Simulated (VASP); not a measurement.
# BeTeS4 (C2/m) in VASP: relaxation of cell and atoms with PBE

Aim: the relaxation of cell and atoms of BeTeS4 with PBE.

All numbers are computed with VASP 6.6.1; they aren't measurements. Logs are shortened: lines on timing, memory, paths and dates and some standing lists are left out, and cuts for length are marked.

## (1) The cell of the first run

The structure is monoclinic, space group C2/m (No. 12). The conventional cell has a = 8.018 Å, b = 7.613 Å, c = 4.183 Å, α = 90.00°, β = 98.07°, γ = 90.00°. Be (site symmetry 2/m) has 6 S at 2.30 to 2.56 Å within 3.0 Å. Within 3.1 Å of Te (site symmetry 2/m) lie 6 S at 2.33 to 3.06 Å. S (site symmetry m) has 1 Be at 2.30 Å and 2 Te at 2.33 to 3.06 Å within 3.1 Å. S (site symmetry 2) has 1 Te at 2.33 Å and 2 Be at 2.56 Å and 1 S at 2.96 Å within 3.1 Å.

The cell was built from a structure type or drawn by symmetry, and may not be a known phase.

## (2) Relaxation of cell and atoms, PBE

The input, INCAR:

```
SYSTEM = BeTeS4
ALGO = Normal
EDIFF = 1E-7
EDIFFG = -0.08
ENCUT = 600
GGA = PE
GGA_COMPAT = .FALSE.
IBRION = 2
ISIF = 3
ISMEAR = 0
LASPH = .TRUE.
LCHARG = .FALSE.
LREAL = .FALSE.
LWAVE = .FALSE.
NELM = 120
NELMIN = 4
NSW = 36
PREC = Accurate
SIGMA = 0.15
```

The input, KPOINTS:

```
k-points
0
G
  2 2 3
  0 0 0
```

The input, POSCAR:

```
BeTeS4
1.0
    4.0088485300     -3.8063999900      0.0000000000
    4.0088485300      3.8063999900      0.0000000000
   -0.5870863300      0.0000000000      4.1412271600
Be Te S
1 1 4
Direct
    0.0000000000      0.0000000000      0.0000000000
    0.5000000000      0.5000000000      0.5000000000
    0.7100911100      0.7100911100      0.9443353400
    0.8054449000      0.1945551000      0.5000000000
    0.1945551000      0.8054449000      0.5000000000
    0.2899088900      0.2899088900      0.0556646600
```

Potentials or basis: VASP PAW PBE potentials, release 64 (Be, Te, S).

Started as:

```bash
> cat potpaw_PBE.64/Be/POTCAR potpaw_PBE.64/Te/POTCAR potpaw_PBE.64/S/POTCAR > POTCAR
> mpirun -np 1 vasp_std > vasp.out
```

OUTCAR:

```text
SYSTEM = BeTeS4
   EDIFF = 1E-7
   EDIFFG = -0.08
   ENCUT = 600
   GGA = PE
   IBRION = 2
   ISIF = 3
   ISMEAR = 0
   LASPH = .TRUE.
   LREAL = .FALSE.
   NELM = 120
   NELMIN = 4
   NSW = 36
   PREC = Accurate

 ion  position               nearest neighbor table
   1  0.000  0.000  0.000-   3 2.30   6 2.30   5 2.56   4 2.56   4 2.56   5 2.56
   2  0.500  0.500  0.500-   4 2.33   5 2.33   3 2.33   6 2.33   6 3.06   3 3.06
   3  0.710  0.710  0.944-   1 2.30   2 2.33   2 3.06
   4  0.805  0.195  0.500-   2 2.33   1 2.56   1 2.56
   5  0.195  0.805  0.500-   2 2.33   1 2.56   1 2.56
   6  0.290  0.290  0.056-   1 2.30   2 2.33   2 3.06

  LATTYP: Found a base centered monoclinic cell.
 ALAT       =     8.0176970600
 B/A-ratio  =     0.9494995786
 C/A-ratio  =     0.5216753183
 COS(beta)  =    -0.1403628040

  Lattice vectors:

 A1 = (   4.0088485300,  -3.8063999900,   0.0000000000)
 A2 = (   4.0088485300,   3.8063999900,   0.0000000000)
 A3 = (  -0.5870863300,   0.0000000000,   4.1412271600)

Analysis of symmetry for initial positions (statically):
=====================================================================
 Subroutine PRICEL returns:
 Original cell was already a primitive cell.

 Routine SETGRP: Setting up the symmetry group for a
 base centered monoclinic supercell.

 Subroutine GETGRP returns: Found  4 space group operations
 (whereof  4 operations were pure point group operations)
 out of a pool of  4 trial point group operations.

The static configuration has the point symmetry C_2h.

Analysis of symmetry for dynamics (positions and initial velocities):
=====================================================================
 Subroutine PRICEL returns:
 Original cell was already a primitive cell.

 Routine SETGRP: Setting up the symmetry group for a
 base centered monoclinic supercell.

 Subroutine GETGRP returns: Found  4 space group operations
 (whereof  4 operations were pure point group operations)
 out of a pool of  4 trial point group operations.

The dynamic configuration has the point symmetry C_2h.

 Subroutine INISYM returns: Found  4 space group operations
 (whereof  4 operations are pure point group operations),
 and found     1 'primitive' translations

----------------------------------------------------------------------------------------

                                     Primitive cell

  volume of cell :     126.3843

  direct lattice vectors                    reciprocal lattice vectors
     4.008848530 -3.806399990  0.000000000     0.124724094 -0.131357714  0.017681670
     4.008848530  3.806399990  0.000000000     0.124724094  0.131357714  0.017681670
    -0.587086330  0.000000000  4.141227160     0.000000000  0.000000000  0.241474317

  length of vectors
     5.528069050  5.528069050  4.182634666     0.181998873  0.181998873  0.241474317

  position of ions in fractional coordinates (direct lattice)
     0.000000000  0.000000000  0.000000000
     0.500000000  0.500000000  0.500000000
     0.710091110  0.710091110  0.944335340
     0.805444900  0.194555100  0.500000000
     0.194555100  0.805444900  0.500000000
     0.289908890  0.289908890  0.055664660

  ion indices of the primitive-cell ions
   primitive index   ion index
                 1           1
                 2           2
                 3           3
                 4           4
                 5           5
                 6           6

----------------------------------------------------------------------------------------

 KPOINTS: k-points

Automatic generation of k-mesh.
 Grid dimensions read from file:
 generate k-points for:    2    2    3

 Generating k-lattice:

  Cartesian coordinates                     Fractional coordinates (reciprocal lattice)
     0.062362047 -0.065678857  0.008840835     0.500000000  0.000000000  0.000000000
     0.062362047  0.065678857  0.008840835     0.000000000  0.500000000  0.000000000
     0.000000000  0.000000000  0.080491439     0.000000000  0.000000000  0.333333333

  Length of vectors
     0.090999437  0.090999437  0.080491439

  Shift w.r.t. Gamma in fractional coordinates (k-lattice)
     0.000000000  0.000000000  0.000000000

 Subroutine IBZKPT returns following result:
 ===========================================

 Found      6 irreducible k-points:

 Following reciprocal coordinates:
            Coordinates               Weight
  0.000000  0.000000  0.000000      1.000000
  0.500000  0.000000 -0.000000      2.000000
  0.500000  0.500000 -0.000000      1.000000
  0.000000  0.000000  0.333333      2.000000
  0.500000  0.000000  0.333333      4.000000
  0.500000  0.500000  0.333333      2.000000
   k-points           NKPTS =      6   k-points in BZ     NKDIM =      6   number of bands    NBANDS=     20
   number of dos      NEDOS =    301   number of ions     NIONS =      6
   total plane-waves  NPLWV =  82944
   dimension x,y,z NGX =    48 NGY =   48 NGZ =   36
   dimension x,y,z NGXF=    96 NGYF=   96 NGZF=   72
   ions per type =               1   1   4
   NGX,Y,Z   is equivalent  to a cutoff of  14.44, 14.44, 14.31 a.u.
   NGXF,Y,Z  is equivalent  to a cutoff of  28.87, 28.87, 28.62 a.u.
 SYSTEM =  BeTeS4
   PREC   = accura    normal or accurate (medium, high low for compatibility)
   ISTART =      0    job   : 0-new  1-cont  2-samecut
   ICHARG =      2    charge: 1-file 2-atom 10-const
   ISPIN  =      1    spin polarized calculation?
   LNONCOLLINEAR =      F non collinear calculations
   LSORBIT =      F    spin-orbit coupling
   LASPH  =      T    aspherical Exc in radial PAW
   ENCUT  =  600.0 eV  44.10 Ry    6.64 a.u.  11.04 11.04  8.35*2*pi/ulx,y,z
   NELM   =    120;   NELMIN=  4; NELMDL= -5     # of ELM steps
   EDIFF  = 0.1E-06   stopping-criterion for ELM
   LREAL  =      F    real-space projection
   EDIFFG = -.8E-01   stopping-criterion for IOM
   NSW    =     36    number of steps for IOM
   IBRION =      2    ionic relax: 0-MD 1-quasi-New 2-CG
   NFREE  =      1    steps in history (QN), initial steepest desc. (CG)
   ISIF   =      3    stress and relaxation
   ISYM   =      2    0-nonsym 1-usesym 2-fastsym
   POTIM  = 0.5000    time-step for ionic-motion
   TEBEG  =    0.0;   TEEND  =   0.0 temperature during run
   PSTRESS=    0.0 pullay stress
   NELECT =      32.0000    total number of electrons
   NUPDOWN=      -1.0000    fix difference up-down
   EMIN   =  10.00;   EMAX   =-10.00  energy-range for DOS
   EFERMI =   0.00;   METHOD = LEGACY
   ISMEAR =     0;   SIGMA  =   0.15  broadening in eV -4-tet -1-fermi 0-gaus
   EFERMI_NEDOS =   21; number of points for ismear=-14 and -15
   IALGO  =     38    algorithm
   IMIX   =      4    mixing-type and parameters
     AMIX     =   0.40;   BMIX     =  1.00
     AMIX_MAG =   1.60;   BMIX_MAG =  1.00
  volume/ion in A,a.u.               =      21.06       142.15
  Fermi-wavevector in a.u.,A,eV,Ry     =   1.035684  1.957158 14.594161  1.072641
  Thomas-Fermi vector in A             =   2.170039
   LORBIT       =      0    0 simple, 1 ext, 2 COOP (PROOUT), +10 PAW based schemes
   GGA     = PE    functional components
   LHFCALC =     F    Hartree Fock is set to
   AEXX    =    0.0000 exact exchange contribution
   IVDW    =     0    specifies the selected vdW correction
   LEPSILON=     F    determine dielectric tensor
   LRPA    =     F    only Hartree local field effects (RPA)
 conjugate gradient relaxation of ions
 non-spin polarized calculation
 Gauss-broadening in eV      SIGMA  =   0.15
  energy-cutoff  :      600.00
  volume of cell :      126.38
 maximum number of plane-waves:      4250
 NGX is ok and might be reduce to    48
   NGX = 23   NGY = 23   NGZ = 17

--------------------------------------- Ionic step        1  -------------------------------------------

 number of electron      32.0000002 magnetization

 Free energy of the ion-electron system (eV)
  ---------------------------------------------------
  ext. energy  EPLUGINS =         0.00000000
  ---------------------------------------------------
  free energy    TOTEN  =       -20.80903164 eV

  energy without entropy =      -20.77582081  energy(sigma->0) =      -20.79242623

------------------------ aborting loop because EDIFF is reached ----------------------------------------

  FORCE on cell =-STRESS in cart. coord.  units (eV):
  Direction    XX          YY          ZZ          XY          YZ          ZX
  --------------------------------------------------------------------------------------
  -------------------------------------------------------------------------------------
  Total       -0.8210659      6.3527342      0.1813598      0.0000000      0.0000000      5.0324435
  in kB      -10.4086759     80.5337915      2.2991030      0.0000000      0.0000000     63.7964291
  external PRESSURE =      24.1414062 kB  Pullay stress =       0.0000000 kB
[... 101 lines left out ...]
  FREE ENERGIE OF THE ION-ELECTRON SYSTEM (eV)
  ---------------------------------------------------
  free  energy   TOTEN  =       -21.7822353378 eV

  energy  without entropy=      -21.7081951048  energy(sigma->0) =      -21.74521522

 E-fermi :   3.5963     XC(G=0):  -9.1526

 val. band max:        3.5468208640   @ k =   0.5000   0.5000   0.3333
 cond. band min:       3.6167416420   @ k =   0.5000   0.5000   0.3333
 fundamental gap:      0.0699207781
 Fermi energy:         3.5962610914

 k-point     1 :       0.0000    0.0000    0.0000
  band No.  band energies     occupation
      1     -10.6246      2.00000
      2      -8.3152      2.00000
      3      -7.9498      2.00000
      4      -7.7261      2.00000
      5      -6.3549      2.00000
      6      -0.8356      2.00000
[... 12 lines left out ...]
     19       5.7868      0.00000
[... 99 lines left out ...]
      4      -7.7409      2.00000
      5      -6.7946      2.00000
      6      -2.1493      2.00000
[... 12 lines left out ...]
     19       6.2205      0.00000
     20       7.6106      0.00000

[... ionic steps 4 to 11 ...]

--------------------------------------- Ionic step       12  -------------------------------------------

 number of electron      31.9999999 magnetization

------------------------ aborting loop because EDIFF is reached ----------------------------------------

  FORCE on cell =-STRESS in cart. coord.  units (eV):
  Direction    XX          YY          ZZ          XY          YZ          ZX
  --------------------------------------------------------------------------------------
  -------------------------------------------------------------------------------------
  Total        0.6503634     -0.1450826      0.0929154      0.0000000      0.0000000      0.4667596
  in kB        8.6575001     -1.9313091      1.2368698      0.0000000      0.0000000      6.2134045
  external PRESSURE =       2.6543536 kB  Pullay stress =       0.0000000 kB
[... 65 lines left out ...]
  energy  without entropy=      -22.4698936270  energy(sigma->0) =      -22.49188730

--------------------------------------- Ionic step       14  -------------------------------------------

 number of electron      32.0000002 magnetization

 Free energy of the ion-electron system (eV)
  ---------------------------------------------------
  ext. energy  EPLUGINS =         0.00000000
  ---------------------------------------------------
  free energy    TOTEN  =       -22.51395927 eV

  energy without entropy =      -22.46994447  energy(sigma->0) =      -22.49195187

 E-fermi :   4.6044     XC(G=0):  -9.5672

 val. band max:        4.3675565356   @ k =   0.5000   0.0000   0.3333
 cond. band min:       4.6321905398   @ k =   0.5000   0.0000  -0.0000
 fundamental gap:      0.2646340042
 Fermi energy:         4.6044114279

 k-point     1 :       0.0000    0.0000    0.0000
  band No.  band energies     occupation
      1     -10.4311      2.00000
      2      -8.2131      2.00000
      3      -7.4334      2.00000
      4      -7.0119      2.00000
      5      -4.8850      2.00000
      6      -0.0276      2.00000
[... 12 lines left out ...]
     19       7.2352      0.00000
[... 147 lines left out ...]
  FREE ENERGIE OF THE ION-ELECTRON SYSTEM (eV)
  ---------------------------------------------------
  free  energy   TOTEN  =       -22.5139592662 eV

  energy  without entropy=      -22.4699444746  energy(sigma->0) =      -22.49195187

 reached required accuracy - stopping structural energy minimisation
```

Run time: 2.3 min. Hardware: 1 thread of Intel Xeon 6975P-C (Granite Rapids), shared host; peak memory 0.29 GiB.

What came out:

```
Free energy                           : -22.5140 eV
Relaxed volume                        : 20.14 Å³/atom
Relaxed cell                          : a = 5.703 Å, b = 5.703 Å, c = 3.736 Å, α = 89.87°, β = 89.87°, γ = 84.12°
Space group after relaxing (to 0.1 Å) : Cmmm (No. 65)
Energy gained by relaxing             : 284.2 meV/atom
Ionic steps                           : 14
Pressure after relaxing               : 0.1 GPa
Largest force after relaxing          : 0.069 eV/Å
Band gap on the k mesh                : zero (bands 16 and 17 overlap by 0.96 eV)
```

Forces in eV/Å, atoms in the order of the input:
```
Be   0.000  0.000  0.000
Te   0.000  0.000  0.000
S    0.052  0.000 -0.024
S    0.000  0.069  0.000
S    0.000 -0.069  0.000
S   -0.052  0.000  0.024
```

Stress tensor (GPa, compression positive):
```
 0.14  0.00 -0.18
 0.00 -0.09  0.00
-0.18  0.00  0.16
```

The path:
| step | energy change (eV) | largest force (eV/Å) | pressure (GPa) | volume (Å³) |
| --- | --- | --- | --- | --- |
| 1 | 0.0000 | 2.6146 | 2.41 | 126.38 |
| 2 | -0.9417 | 0.7357 | -4.98 | 131.94 |
| 3 | -0.9732 | 0.6754 | -5.38 | 132.64 |
| 4 | -1.0048 | 0.5664 | -5.96 | 134.01 |
| 5 | -1.4318 | 0.8306 | 0.19 | 119.49 |
| 6 | -1.4333 | 0.8039 | -0.23 | 120.17 |
| 7 | -1.5916 | 0.4062 | 0.70 | 117.88 |
| 8 | -1.6094 | 0.2590 | 1.39 | 116.84 |
| 9 | -1.6545 | 0.1275 | -0.20 | 119.72 |
| 10 | -1.6621 | 0.1274 | -1.09 | 121.67 |
| 11 | -1.6916 | 0.1623 | -0.13 | 120.70 |
| 12 | -1.6940 | 0.1966 | 0.27 | 120.36 |
| 13 | -1.7048 | 0.0804 | 0.08 | 120.80 |
| 14 | -1.7049 | 0.0686 | 0.07 | 120.84 |

Final structure:
```
CELL_PARAMETERS angstrom
4.22299 -3.82043 0.30182
4.22299 3.82043 0.30182
-0.25516 0.00000 3.72682
ATOMIC_POSITIONS crystal
Be 0.00000 0.00000 0.00000
Te 0.50000 0.50000 0.50000
S 0.71311 0.71311 0.00002
S 0.84106 0.15894 0.50000
S 0.15894 0.84106 0.50000
S 0.28689 0.28689 0.99998
```

Levels at points of the mesh, in eV from the Fermi level:
| k point | band 12 | band 13 | band 14 | band 15 | band 16 | band 17 | band 18 | band 19 | band 20 |
| --- | --- | --- | --- | --- | --- | --- | --- | --- | --- |
| (0.00, 0.00, 0.00) | -1.10 | -1.04 | -0.56 | -0.56 | 0.47 | 0.85 | 1.70 | 2.63 | 2.88 |
| (0.50, 0.00, 0.00) | -1.48 | -0.91 | -0.42 | 0.03 | 0.05 | 1.33 | 1.85 | 2.44 | 2.78 |
| (0.50, 0.50, 0.00) | -1.29 | -1.27 | -0.92 | -0.75 | -0.65 | -0.49 | 2.71 | 3.19 | 3.77 |

Caveat: the k points lie up to 0.56 Å⁻¹ apart in the final cell, too coarse for converged energies and pressures of a metal; spin-orbit coupling is left out, which moves the levels of the heavy elements; the relaxation stopped at a loose force limit of 0.08 eV/Å, so its end isn't a converged minimum.
